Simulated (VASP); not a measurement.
# Te (P4/mbm) in VASP: notebook, part 2 of 2

VASP 6.6.1. The steps go on from the part before.

**3. Relaxation of cell and atoms, PBE**

Input file INCAR:

```
PREC     = Accurate       # precision mode
ENCUT    = 600            # plane-wave cutoff, eV
EDIFF    = 1E-6           # SCF threshold, eV
ISMEAR   = 0              # smearing method
SIGMA    = 0.1            # smearing width, eV
LREAL    = False          # projectors in reciprocal space
LASPH    = True           # aspherical terms in the spheres
NELM     = 80             # most SCF steps
ALGO     = Normal         # electronic algorithm
ISIF     = 3              # what is computed and relaxed
LWAVE    = False          # write WAVECAR
LCHARG   = False          # write CHGCAR
GGA      = PE             # functional
IBRION   = 2              # ionic algorithm
NSW      = 90             # ionic steps
EDIFFG   = -0.04          # ionic threshold
```

Input file KPOINTS:

```
Automatic mesh
0
Gamma
  2 2 6
```

Input file POSCAR:

```
Te
1.0
    7.5068496700      0.0000000000      0.0000000000
    0.0000000000      7.5068496700      0.0000000000
    0.0000000000      0.0000000000      2.7526453800
Te
6
Direct
    0.1767953900      0.3232046100      0.0000000000
    0.3232046100      0.8232046100      0.0000000000
    0.8232046100      0.6767953900      0.0000000000
    0.6767953900      0.1767953900      0.0000000000
    0.0000000000      0.0000000000      0.0000000000
    0.5000000000      0.5000000000      0.0000000000
```

Potentials or basis: VASP PAW PBE potentials, release 64 (Te).

Started as:

```sh
cat potpaw_PBE.64/Te/POTCAR > POTCAR
mpirun -np 1 vasp_std > vasp.out
```

OUTCAR:

```text
PREC = Accurate
   ENCUT = 600
   EDIFF = 1E-6
   ISMEAR = 0
   LREAL = False
   LASPH = True
   NELM = 80
   ISIF = 3
   GGA = PE
   IBRION = 2
   NSW = 90
   EDIFFG = -0.04

 ion  position               nearest neighbor table
   1  0.177  0.323  0.000-   5 2.77   6 2.77
   2  0.323  0.823  0.000-   5 2.77   6 2.77
   3  0.823  0.677  0.000-   5 2.77   6 2.77
   4  0.677  0.177  0.000-   5 2.77   6 2.77
   5  0.000  0.000  0.000-   1 2.77   2 2.77   3 2.77   4 2.77
   6  0.500  0.500  0.000-   1 2.77   2 2.77   3 2.77   4 2.77

  LATTYP: Found a simple tetragonal cell.
 ALAT       =     7.5068496700
 C/A-ratio  =     0.3666844950

  Lattice vectors:

 A1 = (   7.5068496700,   0.0000000000,   0.0000000000)
 A2 = (   0.0000000000,   7.5068496700,   0.0000000000)
 A3 = (   0.0000000000,   0.0000000000,   2.7526453800)

Analysis of symmetry for initial positions (statically):
=====================================================================
 Subroutine PRICEL returns:
 Original cell was already a primitive cell.

 Routine SETGRP: Setting up the symmetry group for a
 simple tetragonal supercell.

 Subroutine GETGRP returns: Found 16 space group operations
 (whereof  8 operations were pure point group operations)
 out of a pool of 16 trial point group operations.

The static configuration has the point symmetry C_4h.
 The point group associated with its full space group is D_4h.

Analysis of symmetry for dynamics (positions and initial velocities):
=====================================================================
 Subroutine PRICEL returns:
 Original cell was already a primitive cell.

 Routine SETGRP: Setting up the symmetry group for a
 simple tetragonal supercell.

 Subroutine GETGRP returns: Found 16 space group operations
 (whereof  8 operations were pure point group operations)
 out of a pool of 16 trial point group operations.

The dynamic configuration has the point symmetry C_4h.
 The point group associated with its full space group is D_4h.

 Subroutine INISYM returns: Found 16 space group operations
 (whereof  8 operations are pure point group operations),
 and found     1 'primitive' translations

----------------------------------------------------------------------------------------

                                     Primitive cell

  volume of cell :     155.1193

  direct lattice vectors                    reciprocal lattice vectors
     7.506849670  0.000000000  0.000000000     0.133211673  0.000000000  0.000000000
     0.000000000  7.506849670  0.000000000     0.000000000  0.133211673  0.000000000
     0.000000000  0.000000000  2.752645380     0.000000000  0.000000000  0.363286897

  length of vectors
     7.506849670  7.506849670  2.752645380     0.133211673  0.133211673  0.363286897

  position of ions in fractional coordinates (direct lattice)
     0.176795390  0.323204610  0.000000000
     0.323204610  0.823204610  0.000000000
     0.823204610  0.676795390  0.000000000
     0.676795390  0.176795390  0.000000000
     0.000000000  0.000000000  0.000000000
     0.500000000  0.500000000  0.000000000

  ion indices of the primitive-cell ions
   primitive index   ion index
                 1           1
                 2           2
                 3           3
                 4           4
                 5           5
                 6           6

----------------------------------------------------------------------------------------

 KPOINTS: Automatic mesh

Automatic generation of k-mesh.
 Grid dimensions read from file:
 generate k-points for:    2    2    6

 Generating k-lattice:

  Cartesian coordinates                     Fractional coordinates (reciprocal lattice)
     0.066605836  0.000000000  0.000000000     0.500000000  0.000000000  0.000000000
     0.000000000  0.066605836  0.000000000     0.000000000  0.500000000  0.000000000
     0.000000000  0.000000000  0.060547816     0.000000000  0.000000000  0.166666667

  Length of vectors
     0.066605836  0.066605836  0.060547816

  Shift w.r.t. Gamma in fractional coordinates (k-lattice)
     0.000000000  0.000000000  0.000000000

 Subroutine IBZKPT returns following result:
 ===========================================

 Found     12 irreducible k-points:

 Following reciprocal coordinates:
            Coordinates               Weight
  0.000000  0.000000  0.000000      1.000000
  0.500000  0.000000  0.000000      2.000000
  0.500000  0.500000  0.000000      1.000000
  0.000000  0.000000  0.166667      2.000000
  0.500000  0.000000  0.166667      4.000000
  0.500000  0.500000  0.166667      2.000000
  0.000000  0.000000  0.333333      2.000000
  0.500000  0.000000  0.333333      4.000000
  0.500000  0.500000  0.333333      2.000000
  0.000000  0.000000  0.500000      1.000000
  0.500000  0.000000  0.500000      2.000000
  0.500000  0.500000  0.500000      1.000000
   k-points           NKPTS =     12   k-points in BZ     NKDIM =     12   number of bands    NBANDS=     22
   number of dos      NEDOS =    301   number of ions     NIONS =      6
   total plane-waves  NPLWV =  86400
   dimension x,y,z NGX =    60 NGY =   60 NGZ =   24
   dimension x,y,z NGXF=   120 NGYF=  120 NGZF=   48
   ions per type =               6
   NGX,Y,Z   is equivalent  to a cutoff of  13.29, 13.29, 14.49 a.u.
   NGXF,Y,Z  is equivalent  to a cutoff of  26.58, 26.58, 28.99 a.u.
 SYSTEM =  unknown system
   PREC   = accura    normal or accurate (medium, high low for compatibility)
   ISTART =      0    job   : 0-new  1-cont  2-samecut
   ICHARG =      2    charge: 1-file 2-atom 10-const
   ISPIN  =      1    spin polarized calculation?
   LNONCOLLINEAR =      F non collinear calculations
   LSORBIT =      F    spin-orbit coupling
   LASPH  =      T    aspherical Exc in radial PAW
   ENCUT  =  600.0 eV  44.10 Ry    6.64 a.u.  14.99 14.99  5.50*2*pi/ulx,y,z
   NELM   =     80;   NELMIN=  2; NELMDL= -5     # of ELM steps
   EDIFF  = 0.1E-05   stopping-criterion for ELM
   LREAL  =      F    real-space projection
   EDIFFG = -.4E-01   stopping-criterion for IOM
   NSW    =     90    number of steps for IOM
   IBRION =      2    ionic relax: 0-MD 1-quasi-New 2-CG
   NFREE  =      1    steps in history (QN), initial steepest desc. (CG)
   ISIF   =      3    stress and relaxation
   ISYM   =      2    0-nonsym 1-usesym 2-fastsym
   POTIM  = 0.5000    time-step for ionic-motion
   TEBEG  =    0.0;   TEEND  =   0.0 temperature during run
   PSTRESS=    0.0 pullay stress
   NELECT =      36.0000    total number of electrons
   NUPDOWN=      -1.0000    fix difference up-down
   EMIN   =  10.00;   EMAX   =-10.00  energy-range for DOS
   EFERMI =   0.00;   METHOD = LEGACY
   ISMEAR =     0;   SIGMA  =   0.10  broadening in eV -4-tet -1-fermi 0-gaus
   EFERMI_NEDOS =   21; number of points for ismear=-14 and -15
   IALGO  =     38    algorithm
   IMIX   =      4    mixing-type and parameters
     AMIX     =   0.40;   BMIX     =  1.00
     AMIX_MAG =   1.60;   BMIX_MAG =  1.00
  volume/ion in A,a.u.               =      25.85       174.47
  Fermi-wavevector in a.u.,A,eV,Ry     =   1.006052  1.901163 13.771009  1.012141
  Thomas-Fermi vector in A             =   2.138770
   LORBIT       =      0    0 simple, 1 ext, 2 COOP (PROOUT), +10 PAW based schemes
   GGA     = PE    functional components
   LHFCALC =     F    Hartree Fock is set to
   AEXX    =    0.0000 exact exchange contribution
   IVDW    =     0    specifies the selected vdW correction
   LEPSILON=     F    determine dielectric tensor
   LRPA    =     F    only Hartree local field effects (RPA)
 conjugate gradient relaxation of ions
 non-spin polarized calculation
 Gauss-broadening in eV      SIGMA  =   0.10
  energy-cutoff  :      600.00
  volume of cell :      155.12
 maximum number of plane-waves:      5220
 NGX is ok and might be reduce to    60
   NGX = 29   NGY = 29   NGZ = 11

--------------------------------------- Ionic step        1  -------------------------------------------

 number of electron      36.0000001 magnetization

 Free energy of the ion-electron system (eV)
  ---------------------------------------------------
  ext. energy  EPLUGINS =         0.00000000
  ---------------------------------------------------
  free energy    TOTEN  =       -13.39017356 eV

  energy without entropy =      -13.37433004  energy(sigma->0) =      -13.38225180

 E-fermi :   9.8464     XC(G=0): -10.2078

 val. band max:        9.8057463341   @ k =   0.5000   0.5000   0.3333
 cond. band min:       9.8598860972   @ k =   0.0000   0.0000   0.3333
 fundamental gap:      0.0541397631
 Fermi energy:         9.8464441112
[... 721 lines left out ...]
     21       5.9016      0.00000
     22       5.9016      0.00000

[... ionic steps 4 to 28 ...]

--------------------------------------- Ionic step       29  -------------------------------------------

 number of electron      35.9999999 magnetization

------------------------ aborting loop because EDIFF is reached ----------------------------------------
[... 75 lines left out ...]
--------------------------------------- Ionic step       31  -------------------------------------------

 number of electron      35.9999998 magnetization

 Free energy of the ion-electron system (eV)
  ---------------------------------------------------
  ext. energy  EPLUGINS =         0.00000000
  ---------------------------------------------------
  free energy    TOTEN  =       -18.09162513 eV

  energy without entropy =      -18.07576740  energy(sigma->0) =      -18.08369626

 E-fermi :   4.2466     XC(G=0):  -8.3167

 val. band max:        4.2226946044   @ k =   0.5000   0.5000   0.3333
 cond. band min:       4.4047024084   @ k =   0.0000   0.0000   0.1667
 fundamental gap:      0.1820078040
 Fermi energy:         4.2465836828
[... 331 lines left out ...]
  FREE ENERGIE OF THE ION-ELECTRON SYSTEM (eV)
  ---------------------------------------------------
  free  energy   TOTEN  =       -18.0916251302 eV

  energy  without entropy=      -18.0757673979  energy(sigma->0) =      -18.08369626

 reached required accuracy - stopping structural energy minimisation
```

It took 12 min on 1 thread of Intel Xeon Platinum 8488C (Sapphire Rapids), shared host; peak memory 0.3 GiB.

Results:

```
Free energy                           : -18.0916 eV
Relaxed volume                        : 38.57 Å³/atom
Relaxed cell                          : a = 8.630 Å, b = 8.630 Å, c = 3.107 Å, α = 90.00°, β = 90.00°, γ = 90.00°
Space group after relaxing (to 0.1 Å) : P4/mbm (No. 127)
Energy gained by relaxing             : 783.6 meV/atom
Ionic steps                           : 31
Pressure after relaxing               : 0.1 GPa
Largest force after relaxing          : 0.013 eV/Å
```

Forces in eV/Å, atoms in the order of the input:
```
Te   0.009 -0.009  0.000
Te  -0.009 -0.009  0.000
Te  -0.009  0.009  0.000
Te   0.009  0.009  0.000
Te   0.000  0.000  0.000
Te   0.000  0.000  0.000
```

The path:
```csv
step,energy change (eV),largest force (eV/Å),pressure (GPa),volume (Å³)
1,0.0000,0.9141,31.48,155.12
2,-2.1957,0.3083,-6.06,298.68
3,-4.5160,0.0745,-0.26,217.36
4,-4.5196,0.0635,0.05,215.76
5,-4.5202,0.0540,0.32,214.42
6,-4.5442,0.1069,0.06,216.52
7,-4.5459,0.0974,0.10,216.08
8,-4.5477,0.0997,-0.01,216.73
9,-4.5506,0.1075,-0.33,218.69
10,-4.5515,0.1065,-0.32,218.68
11,-4.5542,0.1047,-0.29,218.66
12,-4.5593,0.1001,-0.22,218.61
13,-4.5688,0.0891,-0.07,218.52
14,-4.5828,0.0548,0.22,218.33
15,-4.5892,0.0029,0.85,217.94
16,-4.5906,0.0027,0.82,218.23
17,-4.5946,0.0017,0.75,219.13
18,-4.6023,0.0086,0.57,220.92
19,-4.6215,0.0539,0.23,224.52
20,-4.6616,0.0691,-0.53,231.85
21,-4.6041,0.0248,-2.08,246.93
22,-4.6681,0.0586,-0.82,234.75
23,-4.6725,0.0530,-0.87,235.59
24,-4.6761,0.0458,-0.93,236.72
25,-4.6746,0.0319,-1.09,239.00
26,-4.6770,0.0408,-0.98,237.51
27,-4.6853,0.0355,-0.78,236.33
28,-4.6978,0.0231,-0.23,233.29
29,-4.6993,0.0178,0.04,231.85
30,-4.7009,0.0157,0.06,231.64
31,-4.7015,0.0131,0.09,231.42
```

Final structure:
```
Te
1.0
     8.63040    0.00000    0.00000
     0.00000    8.63040    0.00000
     0.00000    0.00000    3.10693
Te
6
Direct
  0.23621 0.26379 0.00000
  0.26379 0.76379 0.00000
  0.76379 0.73621 0.00000
  0.73621 0.23621 0.00000
  0.00000 0.00000 0.00000
  0.50000 0.50000 0.00000
```

Levels at points of the mesh, in eV from the Fermi level:
| k point | band 16 | band 17 | band 18 | band 19 | band 20 | band 21 |
| --- | --- | --- | --- | --- | --- | --- |
| (0.00, 0.00, 0.00) | -0.86 | 2.09 | 2.90 | 2.91 | 2.91 | 3.46 |
| (0.50, 0.00, 0.00) | 0.85 | 1.03 | 1.03 | 2.37 | 2.37 | 3.56 |
| (0.50, 0.50, 0.00) | -1.25 | 2.39 | 2.39 | 2.87 | 2.87 | 3.46 |
| (0.00, 0.00, 0.50) | -0.55 | -0.46 | -0.46 | 0.23 | 0.23 | 0.36 |
| (0.50, 0.00, 0.50) | -2.65 | -0.50 | -0.50 | 0.46 | 0.46 | 2.55 |
| (0.50, 0.50, 0.50) | -0.96 | -0.20 | -0.20 | -0.09 | -0.09 | 0.56 |

Caveat: the k points lie up to 0.36 Å⁻¹ apart in the final cell; the volume moved by over 15 % at a fixed basis, so the end points are rough; the highest band is partly filled, so the run has too few bands; spin-orbit coupling is left out, which moves the levels of the heavy elements.
